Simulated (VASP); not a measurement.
A run of VASP 6.6.1 is set up as follows.

Contents of INCAR:

```
SYSTEM = Mo
PREC     = Accurate       ! precision mode
ENCUT    = 520            ! plane-wave cutoff, eV
EDIFF    = 1E-7           ! SCF threshold, eV
ISMEAR   = -1             ! smearing method
SIGMA    = 0.05           ! smearing width, eV
LREAL    = .False.        ! projectors in reciprocal space
LASPH    = .True.         ! aspherical terms in the spheres
NELM     = 80             ! most SCF steps
ALGO     = Normal         ! electronic algorithm
ISIF     = 2              ! what is computed and relaxed
LWAVE    = .False.        ! write WAVECAR
LCHARG   = .True.         ! write CHGCAR
LELF     = .True.         ! ELF
LVHAR    = .True.       
NBANDS   = 13             ! bands
```

KPOINTS

```
Automatic mesh
0
Gamma
  12 12 12
  0 0 0
```

POSCAR

```
Mo
1.0
   -1.5838089719      1.5838089719      1.5838089719
    1.5838089719     -1.5838089719      1.5838089719
    1.5838089719      1.5838089719     -1.5838089719
Mo
1
Direct
    0.0000000000      0.0000000000      0.0000000000
```

Potentials or basis: VASP PAW LDA potentials, release 64 (Mo_sv).

Run with:

```console
$ cat potpaw_LDA.64/Mo_sv/POTCAR > POTCAR
$ mpirun -np 1 vasp_std > vasp.out
```

Question: What does it give for the pressure?

Answer: -13.2 GPa.

Question: Estimate the band gap on the k mesh.

Answer: Zero (band 7 reaches 16.12 eV, above the bottom of band 8 at 10.86 eV).
